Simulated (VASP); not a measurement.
A run of VASP 6.6.1:

The input INCAR:

```
SYSTEM = NaF
  ALGO = Normal
  EDIFF = 1E-6
  ENCUT = 600
  GGA = PE
  GGA_COMPAT = .FALSE.
  ISIF = 2
  ISMEAR = 1
  LASPH = .TRUE.
  LCHARG = .FALSE.
  LREAL = .FALSE.
  LWAVE = .FALSE.
  NBANDS = 14
  NELM = 120
  PREC = Accurate
  SIGMA = 0.28
```

KPOINTS

```
k-points
0
G
  8 8 8
  0 0 0
```

File POSCAR:

```
NaF
1.0
    0.0000000000      2.2858943317      2.2858943317
    2.2858943317      0.0000000000      2.2858943317
    2.2858943317      2.2858943317      0.0000000000
Na F
1 1
Direct
    0.5830000000      0.3060000000      0.5290000000
    1.0830000000      0.8060000000      1.0290000000
```

Potentials or basis: VASP PAW PBE potentials, release 64 (Na_pv, F).

Command:

```sh
$ cat potpaw_PBE.64/Na_pv/POTCAR potpaw_PBE.64/F/POTCAR > POTCAR
$ mpirun -np 1 vasp_std > vasp.out
```

Hardware: 1 thread of Intel(R) Xeon(R) Platinum 8488C (Sapphire Rapids), with other jobs on the host.

Task: How long does it take, and how much memory?

Result: Run time: 8.7 s on 1 thread of Intel(R) Xeon(R) Platinum 8488C (Sapphire Rapids), on a shared host, peak memory 0.15 GiB. Counts: scf iterations 12, k points 29.
